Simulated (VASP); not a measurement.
# Mo (I4/mmm) in VASP: a series of runs

The runs below take Mo through single point, with PBEsol.

Program: VASP 6.6.1. These are calculated values, not measurements. Logs are shortened: lines on timing, memory, paths and dates and some standing lists are left out, and cuts for length are marked.

## 1. The cell of the first run

It takes space group I4/mmm (No. 139, tetragonal). Conventional cell: a = 3.142 Å, b = 3.142 Å, c = 3.283 Å, α = 90.00°, β = 90.00°, γ = 90.00°. Mo (site symmetry 4/mmm) has 14 Mo at 2.76 to 3.28 Å within 3.6 Å.

## 2. Single point, PBEsol (strain +0.0450 x Voigt [0, 1, 0, 0, 0, 0])

Contents of INCAR:

```
SYSTEM = Mo
ALGO = Fast
EDIFF = 1E-6
ENCUT = 520
GGA = PS
ISIF = 2
ISMEAR = 0
LASPH = .TRUE.
LCHARG = .FALSE.
LREAL = .FALSE.
LWAVE = .FALSE.
NBANDS = 13
NELM = 80
PREC = Accurate
SIGMA = 0.15
```

Contents of KPOINTS:

```
k-points
0
G
  22 22 22
  0 0 0
```

Contents of POSCAR:

```
Mo
1.0
   -1.5710000000      1.6416950000      1.5710000000
    1.5710000000     -1.6416950000      1.5710000000
    1.5710000000      1.6416950000     -1.5710000000
Mo
1
Direct
    0.0000000000      0.0000000000      0.0000000000
```

Potentials or basis: VASP PAW PBE potentials, release 64 (Mo_sv).

Command:

```bash
> cat potpaw_PBE.64/Mo_sv/POTCAR > POTCAR
> mpirun -np 1 vasp_std > vasp.out
```

OUTCAR:

```text
SYSTEM = Mo
   EDIFF = 1E-6
   ENCUT = 520
   GGA = PS
   ISIF = 2
   ISMEAR = 0
   LASPH = .TRUE.
   LREAL = .FALSE.
   NELM = 80
   PREC = Accurate

 ion  position               nearest neighbor table
   1  0.000  0.000  0.000-

  LATTYP: Found a body centered tetragonal cell.
 ALAT       =     3.1420000000
 C/A-ratio  =     1.0450000000

  Lattice vectors:

 A1 = (  -1.5710000000,  -1.6416950000,   1.5710000000)
 A2 = (   1.5710000000,  -1.6416950000,  -1.5710000000)
 A3 = (   1.5710000000,   1.6416950000,   1.5710000000)

Analysis of symmetry for initial positions (statically):
=====================================================================
 Subroutine PRICEL returns:
 Original cell was already a primitive cell.

 Routine SETGRP: Setting up the symmetry group for a
 body centered tetragonal supercell.

 Subroutine GETGRP returns: Found 16 space group operations
 (whereof 16 operations were pure point group operations)
 out of a pool of 16 trial point group operations.

The static configuration has the point symmetry D_4h.

Analysis of symmetry for dynamics (positions and initial velocities):
=====================================================================
 Subroutine PRICEL returns:
 Original cell was already a primitive cell.

 Routine SETGRP: Setting up the symmetry group for a
 body centered tetragonal supercell.

 Subroutine GETGRP returns: Found 16 space group operations
 (whereof 16 operations were pure point group operations)
 out of a pool of 16 trial point group operations.

The dynamic configuration has the point symmetry D_4h.

 Subroutine INISYM returns: Found 16 space group operations
 (whereof 16 operations are pure point group operations),
 and found     1 'primitive' translations

----------------------------------------------------------------------------------------

                                     Primitive cell

  volume of cell :      16.2071

  direct lattice vectors                    reciprocal lattice vectors
    -1.571000000  1.641695000  1.571000000     0.000000000  0.304563271  0.318268619
     1.571000000 -1.641695000  1.571000000     0.318268619  0.000000000  0.318268619
     1.571000000  1.641695000 -1.571000000     0.318268619  0.304563271  0.000000000

  length of vectors
     2.762470719  2.762470719  2.762470719     0.440515266  0.450099797  0.440515266

  position of ions in fractional coordinates (direct lattice)
     0.000000000  0.000000000  0.000000000

  ion indices of the primitive-cell ions
   primitive index   ion index
                 1           1

----------------------------------------------------------------------------------------

 KPOINTS: k-points

Automatic generation of k-mesh.
 Grid dimensions read from file:
 generate k-points for:   22   22   22

 Generating k-lattice:

  Cartesian coordinates                     Fractional coordinates (reciprocal lattice)
     0.000000000  0.013843785  0.014466755     0.045454545  0.000000000 -0.000000000
     0.014466755  0.000000000  0.014466755     0.000000000  0.045454545  0.000000000
     0.014466755  0.013843785  0.000000000    -0.000000000  0.000000000  0.045454545

  Length of vectors
     0.020023421  0.020459082  0.020023421

  Shift w.r.t. Gamma in fractional coordinates (k-lattice)
     0.000000000  0.000000000  0.000000000

 Subroutine IBZKPT returns following result:
 ===========================================

 Found    834 irreducible k-points:

 Following reciprocal coordinates:
            Coordinates               Weight
  0.000000  0.000000  0.000000      1.000000
  0.045455  0.000000  0.000000      8.000000
  0.090909  0.000000  0.000000      8.000000
  0.136364  0.000000 -0.000000      8.000000
  0.181818  0.000000 -0.000000      8.000000
  0.227273 -0.000000  0.000000      8.000000
[... 16 lines left out ...]
  0.454545  0.045455  0.000000     16.000000
  0.500000  0.045455  0.000000     16.000000
 [... further k-points ...]
   k-points           NKPTS =    834   k-points in BZ     NKDIM =    834   number of bands    NBANDS=     13
   number of dos      NEDOS =    301   number of ions     NIONS =      1
   total plane-waves  NPLWV =  13824
   dimension x,y,z NGX =    24 NGY =   24 NGZ =   24
   dimension x,y,z NGXF=    48 NGYF=   48 NGZF=   48
   ions per type =               1
   NGX,Y,Z   is equivalent  to a cutoff of  14.44, 14.44, 14.44 a.u.
   NGXF,Y,Z  is equivalent  to a cutoff of  28.89, 28.89, 28.89 a.u.
 SYSTEM =  Mo
   PREC   = accura    normal or accurate (medium, high low for compatibility)
   ISTART =      0    job   : 0-new  1-cont  2-samecut
   ICHARG =      2    charge: 1-file 2-atom 10-const
   ISPIN  =      1    spin polarized calculation?
   LNONCOLLINEAR =      F non collinear calculations
   LSORBIT =      F    spin-orbit coupling
   LASPH  =      T    aspherical Exc in radial PAW
   ENCUT  =  520.0 eV  38.22 Ry    6.18 a.u.   5.14  5.14  5.14*2*pi/ulx,y,z
   NELM   =     80;   NELMIN=  2; NELMDL= -5     # of ELM steps
   EDIFF  = 0.1E-05   stopping-criterion for ELM
   LREAL  =      F    real-space projection
   EDIFFG = 0.1E-04   stopping-criterion for IOM
   NSW    =      0    number of steps for IOM
   IBRION =     -1    ionic relax: 0-MD 1-quasi-New 2-CG
   NFREE  =      0    steps in history (QN), initial steepest desc. (CG)
   ISIF   =      2    stress and relaxation
   ISYM   =      2    0-nonsym 1-usesym 2-fastsym
   POTIM  = 0.5000    time-step for ionic-motion
   TEBEG  =    0.0;   TEEND  =   0.0 temperature during run
   PSTRESS=    0.0 pullay stress
   NELECT =      14.0000    total number of electrons
   NUPDOWN=      -1.0000    fix difference up-down
   EMIN   =  10.00;   EMAX   =-10.00  energy-range for DOS
   EFERMI =   0.00;   METHOD = LEGACY
   ISMEAR =     0;   SIGMA  =   0.15  broadening in eV -4-tet -1-fermi 0-gaus
   EFERMI_NEDOS =   21; number of points for ismear=-14 and -15
   IALGO  =     68    algorithm
   IMIX   =      4    mixing-type and parameters
     AMIX     =   0.40;   BMIX     =  1.00
     AMIX_MAG =   1.60;   BMIX_MAG =  1.00
  volume/ion in A,a.u.               =      16.21       109.37
  Fermi-wavevector in a.u.,A,eV,Ry     =   1.559131  2.946330 33.074253  2.430889
  Thomas-Fermi vector in A             =   2.662534
   LORBIT       =      0    0 simple, 1 ext, 2 COOP (PROOUT), +10 PAW based schemes
   GGA     = PS    functional components
   LHFCALC =     F    Hartree Fock is set to
   AEXX    =    0.0000 exact exchange contribution
   IVDW    =     0    specifies the selected vdW correction
   LEPSILON=     F    determine dielectric tensor
   LRPA    =     F    only Hartree local field effects (RPA)
 non-spin polarized calculation
 RMM-DIIS sequential band-by-band and
 Gauss-broadening in eV      SIGMA  =   0.15
  energy-cutoff  :      520.00
  volume of cell :       16.21
 maximum number of plane-waves:       452
 NGX is ok and might be reduce to    24
   NGX = 11   NGY = 11   NGZ = 11

 number of electron      14.0000000 magnetization

 Free energy of the ion-electron system (eV)
  ---------------------------------------------------
  ext. energy  EPLUGINS =         0.00000000
  ---------------------------------------------------
  free energy    TOTEN  =       -11.72576490 eV

  energy without entropy =      -11.71830247  energy(sigma->0) =      -11.72203369

 E-fermi :  11.8769     XC(G=0): -13.3253

 val. band max:       11.8746172469   @ k =   0.0909   0.3636  -0.0000
 cond. band min:      11.8782351349   @ k =   0.1364   0.4091   0.0000
 fundamental gap:      0.0036178880
 Fermi energy:        11.8769225824

 k-point     1 :       0.0000    0.0000    0.0000
  band No.  band energies     occupation
      1     -49.2993      2.00000
      2     -22.6732      2.00000
      3     -22.6615      2.00000
      4     -22.6615      2.00000
      5       4.7305      2.00000
      6      10.4560      2.00000
      7      10.4561      2.00000
      8      10.9218      2.00000
      9      13.1557      0.00000
     10      13.7482      0.00000
     11      26.1310      0.00000
     12      26.9356      0.00000
     13      26.9356      0.00000

 k-point     2 :       0.0455    0.0000    0.0000
  band No.  band energies     occupation
      1     -49.2948      2.00000
      2     -22.6956      2.00000
      3     -22.6696      2.00000
      4     -22.6664      2.00000
      5       4.8180      2.00000
      6      10.4516      2.00000
      7      10.4699      2.00000
      8      10.9414      2.00000
      9      13.1053      0.00000
     10      13.7236      0.00000
     11      26.2621      0.00000
     12      27.0373      0.00000
     13      27.0810      0.00000

 k-point     3 :       0.0909    0.0000    0.0000
  band No.  band energies     occupation
      1     -49.2816      2.00000
      2     -22.7739      2.00000
      3     -22.6930      2.00000
      4     -22.6672      2.00000
      5       5.0727      2.00000
      6      10.4305      2.00000
      7      10.4314      2.00000
      8      11.0850      2.00000
      9      12.9700      0.00000
     10      13.6742      0.00000
     11      26.5776      0.00000
     12      27.3300      0.00000
     13      27.5090      0.00000
[... 305 lines left out ...]
 k-point    23 :       0.4545    0.0455    0.0000
  band No.  band energies     occupation
      1     -49.0716      2.00000
      2     -23.9159      2.00000
      3     -23.0531      2.00000
      4     -22.6789      2.00000
      5       6.8430      2.00000
      6       8.8511      2.00000
      7      12.7501      0.00000
      8      13.2897      0.00000
      9      14.2898      0.00000
     10      16.4820      0.00000
     11      22.8511      0.00000
     12      23.9542      0.00000
     13      28.9574      0.00000

 k-point    24 :       0.5000    0.0455    0.0000
  band No.  band energies     occupation
      1     -49.0718      2.00000
      2     -23.9150      2.00000
      3     -23.0533      2.00000
      4     -22.6782      2.00000
      5       6.8437      2.00000
      6       8.8533      2.00000
      7      12.8489      0.00000
      8      13.1601      0.00000
      9      14.2927      0.00000
     10      16.4893      0.00000
     11      22.8587      0.00000
     12      23.9745      0.00000
     13      28.9491      0.00000

 [... further k-points ...]

------------------------ aborting loop because EDIFF is reached ----------------------------------------

  FORCE on cell =-STRESS in cart. coord.  units (eV):
  Direction    XX          YY          ZZ          XY          YZ          ZX
  --------------------------------------------------------------------------------------
  -------------------------------------------------------------------------------------
  Total       -0.9328758     -2.1292487     -0.9328758     -0.0000000      0.0000000      0.0000000
  in kB      -92.2209412   -210.4903264    -92.2209412     -0.0000000      0.0000000      0.0000000
  external PRESSURE =    -131.6440696 kB  Pullay stress =       0.0000000 kB

 VOLUME and BASIS-vectors are now :
 -----------------------------------------------------------------------------
  energy-cutoff  :      520.00
  volume of cell :       16.21
      direct lattice vectors                 reciprocal lattice vectors
    -1.571000000  1.641695000  1.571000000     0.000000000  0.304563271  0.318268619
     1.571000000 -1.641695000  1.571000000     0.318268619  0.000000000  0.318268619
     1.571000000  1.641695000 -1.571000000     0.318268619  0.304563271  0.000000000

 POSITION                                       TOTAL-FORCE (eV/Angst)
 -----------------------------------------------------------------------------------
      0.00000      0.00000      0.00000        -0.000000     -0.000000     -0.000000
 -----------------------------------------------------------------------------------
    total drift:                                0.000000      0.000000      0.000000

  FREE ENERGIE OF THE ION-ELECTRON SYSTEM (eV)
  ---------------------------------------------------
  free  energy   TOTEN  =       -11.7257649028 eV

  energy  without entropy=      -11.7183024734  energy(sigma->0) =      -11.72203369
```

Wall time 56 s (1 thread of Intel Xeon 6975P-C (Granite Rapids), shared host); peak memory 0.27 GiB.

Results:

```
Free energy            : -11.7258 eV
Pressure               : -13.2 GPa
Band gap on the k mesh : zero (bands 7 and 8 overlap by 4.76 eV)
```

Stress tensor (GPa, compression positive):
```
 -9.22   0.00   0.00
  0.00 -21.05   0.00
  0.00   0.00  -9.22
```

Caveat: the cell differs from its parent crystal (strain +0.0450 x Voigt [0, 1, 0, 0, 0, 0]); the stress differs along the axes, from -21 to -9 GPa; the PAW data sets were made with another functional, which shifts forces and pressure a little.

## 3. Single point, PBEsol (strain +0.0525 x Voigt [0, 1, 0, 0, 0, 0])

Contents of INCAR:

```
PREC = Accurate
ENCUT = 520
EDIFF = 1E-7
ISMEAR = 0
SIGMA = 0.15
LREAL = False
LASPH = True
NELM = 100
ALGO = Fast
ISIF = 2
LWAVE = False
LCHARG = True
GGA = PS
LELF = True
LVHAR = True
NBANDS = 13
```

Contents of KPOINTS:

```
regular mesh
0
Gamma
  22 22 22
```

Contents of POSCAR:

```
Mo
1.0
   -1.5710000000      1.6534775000      1.5710000000
    1.5710000000     -1.6534775000      1.5710000000
    1.5710000000      1.6534775000     -1.5710000000
Mo
1
Direct
    0.0000000000      0.0000000000      0.0000000000
```

Potentials or basis: VASP PAW PBE potentials, release 64 (Mo_sv).

Command:

```bash
> cat potpaw_PBE.64/Mo_sv/POTCAR > POTCAR
> mpirun -np 1 vasp_std > vasp.out
```

Run time: 67 s. Hardware: 1 thread of Intel Xeon 6975P-C (Granite Rapids), shared host; peak memory 0.28 GiB.

It converged, with:

| Property | Result |
| --- | --- |
| Free energy | -11.7096 eV |
| Pressure | -14.7 GPa |
| Band gap on the k mesh | zero (bands 7 and 8 overlap by 4.67 eV) |

Stress tensor (GPa, compression positive):
```
-10.21   0.00   0.00
  0.00 -23.60   0.00
  0.00   0.00 -10.21
```

Levels at points of the mesh, in eV from the Fermi level:
| k point | band 5 | band 6 | band 7 | band 8 | band 9 | band 10 |
| --- | --- | --- | --- | --- | --- | --- |
| (0.00, 0.00, 0.00) | -7.12 | -1.43 | -1.43 | -0.89 | 1.22 | 1.89 |
| (0.50, 0.00, 0.00) | -5.06 | -2.99 | 1.20 | 1.35 | 2.24 | 4.43 |
| (0.00, 0.50, 0.00) | -5.12 | -3.56 | 1.73 | 2.05 | 2.43 | 4.57 |
| (0.50, 0.50, 0.50) | -5.19 | -5.06 | 3.67 | 3.85 | 3.85 | 7.84 |

Caveat: the cell differs from its parent crystal (strain +0.0525 x Voigt [0, 1, 0, 0, 0, 0]); the stress differs along the axes, from -24 to -10 GPa; the PAW data sets were made with another functional, which shifts forces and pressure a little.

## 4. Single point, PBEsol (strain +0.0600 x Voigt [0, 1, 0, 0, 0, 0])

Contents of INCAR:

```
PREC = Accurate ; ENCUT = 520
EDIFF = 1E-7 ; ISMEAR = 0
SIGMA = 0.15 ; LREAL = F
LASPH = T ; NELM = 100
ALGO = Fast ; ISIF = 2
LWAVE = F ; LCHARG = F
GGA = PS ; NBANDS = 13
```

KPOINTS is that of step 3.

Contents of POSCAR:

```
Mo
1.0
   -1.5710000000      1.6652600000      1.5710000000
    1.5710000000     -1.6652600000      1.5710000000
    1.5710000000      1.6652600000     -1.5710000000
Mo
1
Direct
    0.0000000000      0.0000000000      0.0000000000
```

Potentials or basis: VASP PAW PBE potentials, release 64 (Mo_sv).

Command:

```bash
> cat potpaw_PBE.64/Mo_sv/POTCAR > POTCAR
> mpirun -np 1 vasp_std > vasp.out
```

OUTCAR:

```text
PREC = Accurate
   ENCUT = 520
   EDIFF = 1E-7
   ISMEAR = 0
   LREAL = F
   LASPH = T
   NELM = 100
   ISIF = 2
   GGA = PS

 ion  position               nearest neighbor table
   1  0.000  0.000  0.000-

  LATTYP: Found a body centered tetragonal cell.
 ALAT       =     3.1420000000
 C/A-ratio  =     1.0600000000

  Lattice vectors:

 A1 = (  -1.5710000000,  -1.6652600000,   1.5710000000)
 A2 = (   1.5710000000,  -1.6652600000,  -1.5710000000)
 A3 = (   1.5710000000,   1.6652600000,   1.5710000000)

Analysis of symmetry for initial positions (statically):
=====================================================================
 Subroutine PRICEL returns:
 Original cell was already a primitive cell.

 Routine SETGRP: Setting up the symmetry group for a
 body centered tetragonal supercell.

 Subroutine GETGRP returns: Found 16 space group operations
 (whereof 16 operations were pure point group operations)
 out of a pool of 16 trial point group operations.

The static configuration has the point symmetry D_4h.

Analysis of symmetry for dynamics (positions and initial velocities):
[... 169 lines left out ...]
      2     -22.9235      2.00000
      3     -22.9101      2.00000
      4     -22.9101      2.00000
      5       4.5602      2.00000
      6      10.2297      2.00000
      7      10.2297      2.00000
      8      10.8273      2.00000
      9      12.8117      0.00000
     10      13.5671      0.00000
     11      25.7426      0.00000
     12      26.7877      0.00000
     13      26.7877      0.00000
[... 354 lines left out ...]
  band No.  band energies     occupation
      1     -49.3057      2.00000
      2     -24.1099      2.00000
      3     -23.2790      2.00000
      4     -22.9261      2.00000
      5       6.7095      2.00000
      6       8.7533      2.00000
      7      12.5614      0.00000
      8      12.8004      0.00000
      9      14.0454      0.00000
     10      16.1516      0.00000
     11      22.3951      0.00000
     12      23.7495      0.00000
     13      28.6364      0.00000

 [... further k-points ...]

------------------------ aborting loop because EDIFF is reached ----------------------------------------

  FORCE on cell =-STRESS in cart. coord.  units (eV):
  Direction    XX          YY          ZZ          XY          YZ          ZX
  --------------------------------------------------------------------------------------
  -------------------------------------------------------------------------------------
  Total       -1.1436172     -2.6651455     -1.1436172      0.0000000     -0.0000000      0.0000000
  in kB     -111.4543023   -259.7389604   -111.4543023      0.0000000     -0.0000000      0.0000000
  external PRESSURE =    -160.8825216 kB  Pullay stress =       0.0000000 kB

 VOLUME and BASIS-vectors are now :
 -----------------------------------------------------------------------------
  energy-cutoff  :      520.00
  volume of cell :       16.44
      direct lattice vectors                 reciprocal lattice vectors
    -1.571000000  1.665260000  1.571000000     0.000000000  0.300253414  0.318268619
     1.571000000 -1.665260000  1.571000000     0.318268619  0.000000000  0.318268619
     1.571000000  1.665260000 -1.571000000     0.318268619  0.300253414  0.000000000

 POSITION                                       TOTAL-FORCE (eV/Angst)
 -----------------------------------------------------------------------------------
      0.00000      0.00000      0.00000        -0.000000     -0.000000     -0.000000
 -----------------------------------------------------------------------------------
    total drift:                                0.000000      0.000000      0.000000

  FREE ENERGIE OF THE ION-ELECTRON SYSTEM (eV)
  ---------------------------------------------------
  free  energy   TOTEN  =       -11.6916171387 eV

  energy  without entropy=      -11.6839998244  energy(sigma->0) =      -11.68780848
```

It took 66 s on 1 thread of Intel Xeon 6975P-C (Granite Rapids), shared host; peak memory 0.28 GiB.

What came out:

```
Free energy            : -11.6916 eV
Pressure               : -16.1 GPa
Band gap on the k mesh : zero (bands 7 and 8 overlap by 4.59 eV)
```

Caveat: the cell differs from its parent crystal (strain +0.0600 x Voigt [0, 1, 0, 0, 0, 0]); the stress differs along the axes, from -26 to -11 GPa; the PAW data sets were made with another functional, which shifts forces and pressure a little.

## 5. The runs side by side

```tsv
cell	further INCAR settings	gap on the mesh (eV)	pressure (GPa)
a = 2.762 Å, angles 110.7, 107.1, 110.7°, 1 atom	ALGO = Fast; EDIFF = 1e-06; NBANDS = 13	none	-13.2
a = 2.769 Å, angles 110.9, 106.7, 110.9°, 1 atom	ALGO = Fast; EDIFF = 1e-07; NBANDS = 13	none	-14.7
a = 2.777 Å, angles 111.1, 106.3, 111.1°, 1 atom	ALGO = Fast; EDIFF = 1e-07; NBANDS = 13	none	-16.1
```

Alike in all rows: task single point; level PBEsol; potentials or basis VASP PAW PBE potentials, release 64 (Mo_sv); no spin polarisation; k mesh 22 × 22 × 22; cutoff (eV) 520; smearing gaussian 0.15 eV.

Caveats: the PAW data sets were made with another functional, which shifts forces and pressure a little; the stress differs along the axes, from -21 to -9 GPa (at least some runs); the stress differs along the axes, from -24 to -10 GPa (at least some runs); the stress differs along the axes, from -26 to -11 GPa (at least some runs).

Absolute energies hang on the potentials; compare differences alone.
